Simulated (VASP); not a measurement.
# CO2 (P4_2/mnm) in VASP: single point with PBE

Aim: the single point of CO2 with PBE.

Program: VASP 6.6.1. These are calculated values, not measurements. Logs are shortened: lines on timing, memory, paths and dates and some standing lists are left out, and cuts for length are marked.

**1. The cell of the first run**

Symmetry: P4_2/mnm, No. 136, tetragonal system. The conventional cell has a = 4.227 Å, b = 4.227 Å, c = 4.688 Å, α = 90.00°, β = 90.00°, γ = 90.00°. Within 1.6 Å of C (site symmetry mmm) lie 2 O at 1.17 Å. Within 1.6 Å of O (site symmetry m2m) lie 1 C at 1.17 Å.

**2. Single point, PBE**

The input, INCAR:

```
SYSTEM = CO2
  PREC = Accurate
  ENCUT = 910
  EDIFF = 1E-6
  ISMEAR = 0
  SIGMA = 0.05
  LREAL = .FALSE.
  LASPH = .TRUE.
  NELM = 120
  ALGO = Normal
  ISIF = 2
  LWAVE = .FALSE.
  LCHARG = .TRUE.
  GGA = PE
  LELF = .TRUE.
  LVHAR = .TRUE.
  NBANDS = 25
  GGA_COMPAT = .FALSE.
```

The input, KPOINTS:

```
regular mesh
0
G
  6 6 6
  0 0 0
```

The input, POSCAR:

```
CO2
1.0
    4.2272127900      0.0000000000      0.0000000000
    0.0000000000      4.2272127900      0.0000000000
    0.0000000000      0.0000000000      4.6877715900
C O
2 4
Direct
    0.5000000000      0.5000000000      0.5000000000
    0.0000000000      0.0000000000      0.0000000000
    0.3048268600      0.6951731400      0.5000000000
    0.6951731400      0.3048268600      0.5000000000
    0.1951731400      0.1951731400      0.0000000000
    0.8048268600      0.8048268600      0.0000000000
```

Potentials or basis: VASP PAW PBE potentials, release 64 (C_h, O_h).

Run with:

```sh
$ cat potpaw_PBE.64/C_h/POTCAR potpaw_PBE.64/O_h/POTCAR > POTCAR
$ mpirun -np 1 vasp_std > vasp.out
```

OUTCAR:

```text
SYSTEM = CO2
   PREC = Accurate
   ENCUT = 910
   EDIFF = 1E-6
   ISMEAR = 0
   LREAL = .FALSE.
   LASPH = .TRUE.
   NELM = 120
   ISIF = 2
   GGA = PE

 ion  position               nearest neighbor table
   1  0.500  0.500  0.500-   3 1.17   4 1.17
   2  0.000  0.000  0.000-   5 1.17   6 1.17
   3  0.305  0.695  0.500-   1 1.17
   4  0.695  0.305  0.500-   1 1.17
   5  0.195  0.195  0.000-   2 1.17
   6  0.805  0.805  0.000-   2 1.17

  LATTYP: Found a simple tetragonal cell.
 ALAT       =     4.2272127900
 C/A-ratio  =     1.1089509383

  Lattice vectors:

 A1 = (   4.2272127900,   0.0000000000,   0.0000000000)
 A2 = (   0.0000000000,   4.2272127900,   0.0000000000)
 A3 = (   0.0000000000,   0.0000000000,   4.6877715900)

Analysis of symmetry for initial positions (statically):
=====================================================================
 Subroutine PRICEL returns:
 Original cell was already a primitive cell.

 Routine SETGRP: Setting up the symmetry group for a
 simple tetragonal supercell.

 Subroutine GETGRP returns: Found 16 space group operations
 (whereof  8 operations were pure point group operations)
 out of a pool of 16 trial point group operations.

The static configuration has the point symmetry D_2h.
 The point group associated with its full space group is D_4h.

Analysis of symmetry for dynamics (positions and initial velocities):
=====================================================================
 Subroutine PRICEL returns:
 Original cell was already a primitive cell.

 Routine SETGRP: Setting up the symmetry group for a
 simple tetragonal supercell.

 Subroutine GETGRP returns: Found 16 space group operations
 (whereof  8 operations were pure point group operations)
 out of a pool of 16 trial point group operations.

The dynamic configuration has the point symmetry D_2h.
 The point group associated with its full space group is D_4h.

 Subroutine INISYM returns: Found 16 space group operations
 (whereof  8 operations are pure point group operations),
 and found     1 'primitive' translations

----------------------------------------------------------------------------------------

                                     Primitive cell

  volume of cell :      83.7673

[... 83 lines left out ...]
   ions per type =               2   4
   NGX,Y,Z   is equivalent  to a cutoff of  16.52, 16.52, 17.02 a.u.
   NGXF,Y,Z  is equivalent  to a cutoff of  33.04, 33.04, 34.05 a.u.
 SYSTEM =  CO2
   PREC   = accura    normal or accurate (medium, high low for compatibility)
   ISTART =      0    job   : 0-new  1-cont  2-samecut
   ICHARG =      2    charge: 1-file 2-atom 10-const
   ISPIN  =      1    spin polarized calculation?
   LNONCOLLINEAR =      F non collinear calculations
   LSORBIT =      F    spin-orbit coupling
   LASPH  =      T    aspherical Exc in radial PAW
   ENCUT  =  910.0 eV  66.88 Ry    8.18 a.u.  10.40 10.40 11.53*2*pi/ulx,y,z
   NELM   =    120;   NELMIN=  2; NELMDL= -5     # of ELM steps
   EDIFF  = 0.1E-05   stopping-criterion for ELM
   LREAL  =      F    real-space projection
[... 7 lines left out ...]
   TEBEG  =    0.0;   TEEND  =   0.0 temperature during run
   PSTRESS=    0.0 pullay stress
   NELECT =      32.0000    total number of electrons
   NUPDOWN=      -1.0000    fix difference up-down
   EMIN   =  10.00;   EMAX   =-10.00  energy-range for DOS
   EFERMI =   0.00;   METHOD = LEGACY
   ISMEAR =     0;   SIGMA  =   0.05  broadening in eV -4-tet -1-fermi 0-gaus
   EFERMI_NEDOS =   21; number of points for ismear=-14 and -15
   IALGO  =     38    algorithm
   IMIX   =      4    mixing-type and parameters
     AMIX     =   0.40;   BMIX     =  1.00
     AMIX_MAG =   1.60;   BMIX_MAG =  1.00
  volume/ion in A,a.u.               =      13.96        94.21
  Fermi-wavevector in a.u.,A,eV,Ry     =   1.187864  2.244737 19.198094  1.411020
  Thomas-Fermi vector in A             =   2.324006
   LORBIT       =      0    0 simple, 1 ext, 2 COOP (PROOUT), +10 PAW based schemes
   GGA     = PE    functional components
   LHFCALC =     F    Hartree Fock is set to
   AEXX    =    0.0000 exact exchange contribution
   IVDW    =     0    specifies the selected vdW correction
   LEPSILON=     F    determine dielectric tensor
   LRPA    =     F    only Hartree local field effects (RPA)
 non-spin polarized calculation
 Gauss-broadening in eV      SIGMA  =   0.05
  energy-cutoff  :      910.00
  volume of cell :       83.77
 maximum number of plane-waves:      5263
 NGX is ok and might be reduce to    42
   NGX = 21   NGY = 21   NGZ = 23

 number of electron      31.9999993 magnetization

 Free energy of the ion-electron system (eV)
  ---------------------------------------------------
  ext. energy  EPLUGINS =         0.00000000
  ---------------------------------------------------
  free energy    TOTEN  =       -46.50319593 eV

  energy without entropy =      -46.50319593  energy(sigma->0) =      -46.50319593

 E-fermi :  -2.3630     XC(G=0):  -8.1343

 val. band max:       -2.5784140020   @ k =   0.5000   0.5000   0.5000
 cond. band min:       4.0135831933   @ k =   0.0000   0.0000   0.0000
 fundamental gap:      6.5919971952
 Fermi energy:        -2.3630172015

 k-point     1 :       0.0000    0.0000    0.0000
  band No.  band energies     occupation
      1     -23.3533      2.00000
      2     -23.0518      2.00000
      3     -22.1281      2.00000
      4     -22.1281      2.00000
      5      -8.2466      2.00000
      6      -7.8819      2.00000
[... 661 lines left out ...]
     24      10.6911      0.00000
     25      12.7399      0.00000

 [... further k-points ...]
[... 5 lines left out ...]
  --------------------------------------------------------------------------------------
  -------------------------------------------------------------------------------------
  Total        1.2214281      1.2214281      0.8243206      0.0000000      0.0000000      0.0000000
  in kB       23.3616677     23.3616677     15.7663840      0.0000000      0.0000000      0.0000000
  external PRESSURE =      20.8299064 kB  Pullay stress =       0.0000000 kB

 VOLUME and BASIS-vectors are now :
 -----------------------------------------------------------------------------
  energy-cutoff  :      910.00
  volume of cell :       83.77
      direct lattice vectors                 reciprocal lattice vectors
     4.227212790  0.000000000  0.000000000     0.236562494  0.000000000  0.000000000
     0.000000000  4.227212790  0.000000000     0.000000000  0.236562494  0.000000000
     0.000000000  0.000000000  4.687771590     0.000000000  0.000000000  0.213320974

 POSITION                                       TOTAL-FORCE (eV/Angst)
 -----------------------------------------------------------------------------------
      2.11361      2.11361      2.34389         0.000000      0.000000      0.000000
      0.00000      0.00000      0.00000         0.000000      0.000000      0.000000
      1.28857      2.93864      2.34389        -0.106548      0.106548      0.000000
      2.93864      1.28857      2.34389         0.106548     -0.106548     -0.000000
      0.82504      0.82504      0.00000         0.106548      0.106548      0.000000
      3.40217      3.40217      0.00000        -0.106548     -0.106548     -0.000000
 -----------------------------------------------------------------------------------
    total drift:                                0.000000     -0.000000      0.000000

  FREE ENERGIE OF THE ION-ELECTRON SYSTEM (eV)
  ---------------------------------------------------
  free  energy   TOTEN  =       -46.5031959347 eV

  energy  without entropy=      -46.5031959347  energy(sigma->0) =      -46.50319593
```

OSZICAR:

```text
N       E                     dE             d eps       ncg     rms          rms(c)
DAV:   1     0.304554463262E+03    0.30455E+03   -0.22276E+04  2000   0.183E+03
DAV:   2    -0.123085019852E+02   -0.31686E+03   -0.29858E+03  2982   0.334E+02
DAV:   3    -0.490178127720E+02   -0.36709E+02   -0.36254E+02  2561   0.123E+02
DAV:   4    -0.496504347834E+02   -0.63262E+00   -0.63135E+00  2332   0.175E+01
DAV:   5    -0.496634132013E+02   -0.12978E-01   -0.12966E-01  2638   0.244E+00    0.120E+01
DAV:   6    -0.467643928222E+02    0.28990E+01   -0.71056E+00  2605   0.189E+01    0.473E+00
DAV:   7    -0.465640071540E+02    0.20039E+00   -0.45557E-01  2413   0.527E+00    0.272E+00
DAV:   8    -0.465066984617E+02    0.57309E-01   -0.27976E-01  2648   0.344E+00    0.525E-01
DAV:   9    -0.465037353706E+02    0.29631E-02   -0.40422E-02  2462   0.150E+00    0.376E-01
DAV:  10    -0.465030307525E+02    0.70462E-03   -0.42020E-03  2336   0.627E-01    0.546E-02
DAV:  11    -0.465031660996E+02   -0.13535E-03   -0.39421E-04  2550   0.148E-01    0.259E-02
DAV:  12    -0.465031962094E+02   -0.30110E-04   -0.31618E-05  2411   0.404E-02    0.635E-03
DAV:  13    -0.465031959347E+02    0.27474E-06   -0.49255E-06  2571   0.166E-02
   1 F= -.46503196E+02 E0= -.46503196E+02  d E =-.115065E-10
```

Run time: 2.1 min. Hardware: 1 thread of Intel Xeon Platinum 8259CL at 2.50GHz (Skylake/Cascade Lake), shared host; peak memory 0.35 GiB.

Results:

```
Free energy            : -46.5032 eV
Pressure               : 2.1 GPa
Largest force          : 0.151 eV/Å
Band gap on the k mesh : 6.59 eV (least direct gap 7.06 eV)
```

Forces in eV/Å, atoms in the order of the input:
```
C    0.000  0.000  0.000
C    0.000  0.000  0.000
O   -0.107  0.107  0.000
O    0.107 -0.107  0.000
O    0.107  0.107  0.000
O   -0.107 -0.107  0.000
```

Caveat: this functional lacks dispersion, which holds the molecules together, so the pressure and a relaxed volume are unreliable. A k mesh can miss the band edges.
